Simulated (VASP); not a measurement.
# Au in VASP: single point with PBE

Aim: the single point of Au with PBE.

All numbers are computed with VASP 6.6.1; they aren't measurements. Logs are shortened: lines on timing, memory, paths and dates and some standing lists are left out, and cuts for length are marked.

## (1) The cell of the first run

The cell holds a slab with vacuum, 5 atoms: a = 2.900 Å, b = 2.900 Å, c = 24.760 Å, α = 90.00°, β = 90.00°, γ = 120.00°.

## (2) Single point, PBE

Input file INCAR:

```
SYSTEM = Au
PREC     = Accurate       ! precision mode
ENCUT    = 520            ! plane-wave cutoff, eV
EDIFF    = 1E-7           ! SCF threshold, eV
ISMEAR   = -1             ! smearing method
SIGMA    = 0.05           ! smearing width, eV
LREAL    = .False.        ! projectors in reciprocal space
LASPH    = .True.         ! aspherical terms in the spheres
NELM     = 60             ! most SCF steps
ALGO     = Normal         ! electronic algorithm
ISIF     = 2              ! what is computed and relaxed
LWAVE    = .False.        ! write WAVECAR
LCHARG   = .False.        ! write CHGCAR
LDIPOL   = .True.       
IDIPOL   = 3            
DIPOL    = 0.5 0.5 0.500
GGA      = PE             ! functional
NBANDS   = 36             ! bands
```

Input file KPOINTS:

```
regular mesh
0
Gamma
  11 11 1
  0 0 0
```

Input file POSCAR:

```
Au
1.0
    2.8999984105      0.0000000000      0.0000000000
   -1.4499992052      2.5114722944      0.0000000000
    0.0000000000      0.0000000000     24.7600000000
Au
5
Direct
    0.6666666667      0.3333333334      0.3029079160
    0.3333333333      0.6666666666      0.4014539580
    0.6666666667      0.3333333334      0.5000000000
    0.3333333333      0.6666666666      0.5985460420
    0.6666666667      0.3333333334      0.6970920840
```

Potentials or basis: VASP PAW PBE potentials, release 64 (Au).

Launch:

```
$ cat potpaw_PBE.64/Au/POTCAR > POTCAR
$ mpirun -np 1 vasp_std > vasp.out
```

OUTCAR:

```text
SYSTEM = Au
   PREC = Accurate
   ENCUT = 520
   EDIFF = 1E-7
   ISMEAR = -1
   LREAL = .False.
   LASPH = .True.
   NELM = 60
   ISIF = 2
   GGA = PE

 ion  position               nearest neighbor table
   1  0.667  0.333  0.303-   2 2.96   2 2.96   2 2.96
   2  0.333  0.667  0.401-   1 2.96   3 2.96   1 2.96   3 2.96   1 2.96   3 2.96
   3  0.667  0.333  0.500-   2 2.96   4 2.96   2 2.96   4 2.96   2 2.96   4 2.96
   4  0.333  0.667  0.599-   5 2.96   3 2.96   5 2.96   3 2.96   5 2.96   3 2.96
   5  0.667  0.333  0.697-   4 2.96   4 2.96   4 2.96

  LATTYP: Found a hexagonal cell.
 ALAT       =     2.8999984105
 C/A-ratio  =     8.5379357142

  Lattice vectors:

 A1 = (   2.8999984105,   0.0000000000,   0.0000000000)
 A2 = (  -1.4499992052,   2.5114722944,   0.0000000000)
 A3 = (   0.0000000000,   0.0000000000,  24.7600000000)

Analysis of symmetry for initial positions (statically):
=====================================================================
 Subroutine PRICEL returns:
 Original cell was already a primitive cell.

 Routine SETGRP: Setting up the symmetry group for a
 hexagonal supercell.

 Subroutine GETGRP returns: Found 12 space group operations
 (whereof 12 operations were pure point group operations)
 out of a pool of 24 trial point group operations.

The static configuration has the point symmetry D_3h.

Analysis of symmetry for dynamics (positions and initial velocities):
=====================================================================
 Subroutine PRICEL returns:
 Original cell was already a primitive cell.

 Routine SETGRP: Setting up the symmetry group for a
 hexagonal supercell.

 Subroutine GETGRP returns: Found 12 space group operations
 (whereof 12 operations were pure point group operations)
 out of a pool of 24 trial point group operations.

The dynamic configuration has the point symmetry D_3h.

 Subroutine INISYM returns: Found 12 space group operations
 (whereof 12 operations are pure point group operations),
 and found     1 'primitive' translations

----------------------------------------------------------------------------------------

                                     Primitive cell

  volume of cell :     180.3337

  direct lattice vectors                    reciprocal lattice vectors
     2.899998410  0.000000000  0.000000000     0.344827775  0.199086409  0.000000000
    -1.449999205  2.511472294  0.000000000     0.000000000  0.398172818  0.000000000
     0.000000000  0.000000000 24.760000000     0.000000000  0.000000000  0.040387722

  length of vectors
     2.899998410  2.899998410 24.760000000     0.398172818  0.398172818  0.040387722

  position of ions in fractional coordinates (direct lattice)
     0.666666667  0.333333333  0.302907916
     0.333333333  0.666666667  0.401453958
     0.666666667  0.333333333  0.500000000
     0.333333333  0.666666667  0.598546042
     0.666666667  0.333333333  0.697092084

  ion indices of the primitive-cell ions
   primitive index   ion index
                 1           1
                 2           2
                 3           3
                 4           4
                 5           5

----------------------------------------------------------------------------------------

 KPOINTS: regular mesh

Automatic generation of k-mesh.
 Grid dimensions read from file:
 generate k-points for:   11   11    1

 Generating k-lattice:

  Cartesian coordinates                     Fractional coordinates (reciprocal lattice)
     0.031347980  0.018098764  0.000000000     0.090909091  0.000000000  0.000000000
     0.000000000  0.036197529  0.000000000     0.000000000  0.090909091  0.000000000
     0.000000000  0.000000000  0.040387722     0.000000000  0.000000000  1.000000000

  Length of vectors
     0.036197529  0.036197529  0.040387722

  Shift w.r.t. Gamma in fractional coordinates (k-lattice)
     0.000000000  0.000000000  0.000000000

 Subroutine IBZKPT returns following result:
 ===========================================

 Found     16 irreducible k-points:

 Following reciprocal coordinates:
            Coordinates               Weight
  0.000000  0.000000  0.000000      1.000000
  0.090909  0.000000  0.000000      6.000000
  0.181818  0.000000  0.000000      6.000000
  0.272727  0.000000  0.000000      6.000000
  0.363636  0.000000  0.000000      6.000000
  0.454545  0.000000  0.000000      6.000000
[... 8 lines left out ...]
  0.272727  0.272727  0.000000      6.000000
  0.363636  0.272727  0.000000      6.000000
   k-points           NKPTS =     16   k-points in BZ     NKDIM =     16   number of bands    NBANDS=     36
   number of dos      NEDOS =    301   number of ions     NIONS =      5
   total plane-waves  NPLWV = 110592
   dimension x,y,z NGX =    24 NGY =   24 NGZ =  192
   dimension x,y,z NGXF=    48 NGYF=   48 NGZF=  384
   ions per type =               5
   NGX,Y,Z   is equivalent  to a cutoff of  13.76, 13.76, 12.89 a.u.
   NGXF,Y,Z  is equivalent  to a cutoff of  27.52, 27.52, 25.78 a.u.
 SYSTEM =  Au
   PREC   = accura    normal or accurate (medium, high low for compatibility)
   ISTART =      0    job   : 0-new  1-cont  2-samecut
   ICHARG =      2    charge: 1-file 2-atom 10-const
   ISPIN  =      1    spin polarized calculation?
   LNONCOLLINEAR =      F non collinear calculations
   LSORBIT =      F    spin-orbit coupling
   LASPH  =      T    aspherical Exc in radial PAW
   ENCUT  =  520.0 eV  38.22 Ry    6.18 a.u.   5.39  5.39 46.04*2*pi/ulx,y,z
   NELM   =     60;   NELMIN=  2; NELMDL= -5     # of ELM steps
   EDIFF  = 0.1E-06   stopping-criterion for ELM
   LREAL  =      F    real-space projection
   EDIFFG = 0.1E-05   stopping-criterion for IOM
   NSW    =      0    number of steps for IOM
   IBRION =     -1    ionic relax: 0-MD 1-quasi-New 2-CG
   NFREE  =      0    steps in history (QN), initial steepest desc. (CG)
   ISIF   =      2    stress and relaxation
   ISYM   =      2    0-nonsym 1-usesym 2-fastsym
   POTIM  = 0.5000    time-step for ionic-motion
   TEBEG  =    0.0;   TEEND  =   0.0 temperature during run
   PSTRESS=    0.0 pullay stress
   NELECT =      55.0000    total number of electrons
   NUPDOWN=      -1.0000    fix difference up-down
   EMIN   =  10.00;   EMAX   =-10.00  energy-range for DOS
   EFERMI =   0.00;   METHOD = LEGACY
   ISMEAR =    -1;   SIGMA  =   0.05  broadening in eV -4-tet -1-fermi 0-gaus
   EFERMI_NEDOS =   21; number of points for ismear=-14 and -15
   IALGO  =     38    algorithm
   IMIX   =      4    mixing-type and parameters
     AMIX     =   0.40;   BMIX     =  1.00
     AMIX_MAG =   1.60;   BMIX_MAG =  1.00
  volume/ion in A,a.u.               =      36.07       243.39
  Fermi-wavevector in a.u.,A,eV,Ry     =   1.101971  2.082423 16.522097  1.214340
  Thomas-Fermi vector in A             =   2.238407
   LORBIT       =      0    0 simple, 1 ext, 2 COOP (PROOUT), +10 PAW based schemes
   GGA     = PE    functional components
   LHFCALC =     F    Hartree Fock is set to
   AEXX    =    0.0000 exact exchange contribution
   IVDW    =     0    specifies the selected vdW correction
   LEPSILON=     F    determine dielectric tensor
   LRPA    =     F    only Hartree local field effects (RPA)
 non-spin polarized calculation
  energy-cutoff  :      520.00
  volume of cell :      180.33
 maximum number of plane-waves:      4917
 NGX is ok and might be reduce to    24
   NGX = 11   NGY = 11   NGZ = 93

 dipolmoment           0.000000      0.000000      0.000000 electrons x Angstroem

 number of electron      55.0000004 magnetization

 dipolmoment           0.000000      0.000000     -0.000000 electrons x Angstroem

 Free energy of the ion-electron system (eV)
  ---------------------------------------------------
  ext. energy  EPLUGINS =         0.00000000
  ---------------------------------------------------
  free energy    TOTEN  =       -15.47545625 eV

  energy without entropy =      -15.45666402  energy(sigma->0) =      -15.46606013

 E-fermi :   1.6833     XC(G=0):  -6.7767

 val. band max:        1.6687135981   @ k =   0.2727   0.0909   0.0000
 cond. band min:       1.7008486725   @ k =   0.0000   0.0000   0.0000
 fundamental gap:      0.0321350744
 Fermi energy:         1.6833121045

 k-point     1 :       0.0000    0.0000    0.0000
  band No.  band energies     occupation
      1      -7.4197      2.00000
      2      -6.6348      2.00000
      3      -5.7821      2.00000
      4      -5.2070      2.00000
      5      -5.2031      2.00000
      6      -2.9699      2.00000
[... 28 lines left out ...]
     35       8.3182      0.00000
     36       8.8045      0.00000

 k-point     2 :       0.0909    0.0000    0.0000
  band No.  band energies     occupation
      1      -7.1698      2.00000
      2      -6.3896      2.00000
      3      -5.5365      2.00000
      4      -4.9870      2.00000
      5      -4.9686      2.00000
      6      -3.0015      2.00000
[... 28 lines left out ...]
     35       8.5228      0.00000
     36       8.9657      0.00000

 k-point     3 :       0.1818    0.0000    0.0000
  band No.  band energies     occupation
      1      -6.4749      2.00000
      2      -5.7345      2.00000
      3      -4.9145      2.00000
      4      -4.4737      2.00000
      5      -4.3792      2.00000
      6      -3.1918      2.00000
[... 28 lines left out ...]
     35       9.1245      0.00000
     36       9.4432      0.00000

 k-point     4 :       0.2727    0.0000    0.0000
  band No.  band energies     occupation
      1      -5.5739      2.00000
      2      -5.0309      2.00000
      3      -4.4716      2.00000
      4      -4.2229      2.00000
      5      -4.0519      2.00000
      6      -3.5150      2.00000
[... 28 lines left out ...]
     35       9.9749      0.00000
     36      10.0599      0.00000

 k-point     5 :       0.3636    0.0000    0.0000
  band No.  band energies     occupation
      1      -5.0138      2.00000
      2      -4.8066      2.00000
      3      -4.5538      2.00000
      4      -4.3122      2.00000
      5      -4.2293      2.00000
      6      -3.7643      2.00000
[... 343 lines left out ...]
 k-point    14 :       0.3636    0.1818    0.0000
  band No.  band energies     occupation
      1      -4.3924      2.00000
      2      -4.3813      2.00000
      3      -4.0781      2.00000
      4      -3.8947      2.00000
      5      -3.8731      2.00000
      6      -3.6845      2.00000
[... 28 lines left out ...]
     35       8.3718      0.00000
     36       9.5851      0.00000

 k-point    15 :       0.2727    0.2727    0.0000
  band No.  band energies     occupation
      1      -4.1025      2.00000
      2      -4.0409      2.00000
      3      -3.8563      2.00000
      4      -3.8524      2.00000
      5      -3.4835      2.00000
      6      -3.3524      2.00000
[... 28 lines left out ...]
     35       7.9392      0.00000
     36       9.3445      0.00000

 k-point    16 :       0.3636    0.2727    0.0000
  band No.  band energies     occupation
      1      -4.0673      2.00000
      2      -3.9618      2.00000
      3      -3.7801      2.00000
      4      -3.6886      2.00000
      5      -3.4783      2.00000
      6      -3.3240      2.00000
[... 28 lines left out ...]
     35       8.2341      0.00000
     36       8.7394      0.00000

------------------------ aborting loop because EDIFF is reached ----------------------------------------

 vacuum level on the upper side and lower side of the slab       (xc-potential included)        -0.013        -0.013

  FORCE on cell =-STRESS in cart. coord.  units (eV):
  Direction    XX          YY          ZZ          XY          YZ          ZX
  --------------------------------------------------------------------------------------
  -------------------------------------------------------------------------------------
  Total       -1.1646636     -1.1646636      0.4074705     -0.0000000      0.0000000      0.0000000
  in kB      -10.3474731    -10.3474731      3.6201780     -0.0000000      0.0000000      0.0000000
  external PRESSURE =      -5.6915894 kB  Pullay stress =       0.0000000 kB

 VOLUME and BASIS-vectors are now :
 -----------------------------------------------------------------------------
  energy-cutoff  :      520.00
  volume of cell :      180.33
      direct lattice vectors                 reciprocal lattice vectors
     2.899998410  0.000000000  0.000000000     0.344827775  0.199086409  0.000000000
    -1.449999205  2.511472294  0.000000000     0.000000000  0.398172818  0.000000000
     0.000000000  0.000000000 24.760000000     0.000000000  0.000000000  0.040387722

 POSITION                                       TOTAL-FORCE (eV/Angst)
 -----------------------------------------------------------------------------------
      1.45000      0.83716      7.50000        -0.000000      0.000000     -0.110739
      0.00000      1.67431      9.94000         0.000000      0.000000      0.126087
      1.45000      0.83716     12.38000        -0.000000     -0.000000      0.000000
      0.00000      1.67431     14.82000         0.000000     -0.000000     -0.126087
      1.45000      0.83716     17.26000        -0.000000      0.000000      0.110739
 -----------------------------------------------------------------------------------
    total drift:                                0.000000     -0.000000     -0.000000

  FREE ENERGIE OF THE ION-ELECTRON SYSTEM (eV)
  ---------------------------------------------------
  free  energy   TOTEN  =       -15.4754562454 eV

  energy  without entropy=      -15.4566640166  energy(sigma->0) =      -15.46606013

 vacuum level on the upper side and lower side of the slab         6.813         6.813
```

It took 2.8 min on 1 thread of Intel Xeon Platinum 8259CL at 2.50GHz (Skylake/Cascade Lake), shared host; peak memory 0.34 GiB.

What came out:

- Free energy: -15.4755 eV
- Largest force: 0.126 eV/Å
- Band gap on the k mesh: zero (an odd number of electrons rules out a gap without spin polarisation)

Forces on the atoms (eV/Å):
```
Au   0.000  0.000 -0.111
Au   0.000  0.000  0.126
Au   0.000  0.000  0.000
Au   0.000  0.000 -0.126
Au   0.000  0.000  0.111
```

Caveat: spin-orbit coupling is left out, which moves the levels of the heavy elements.
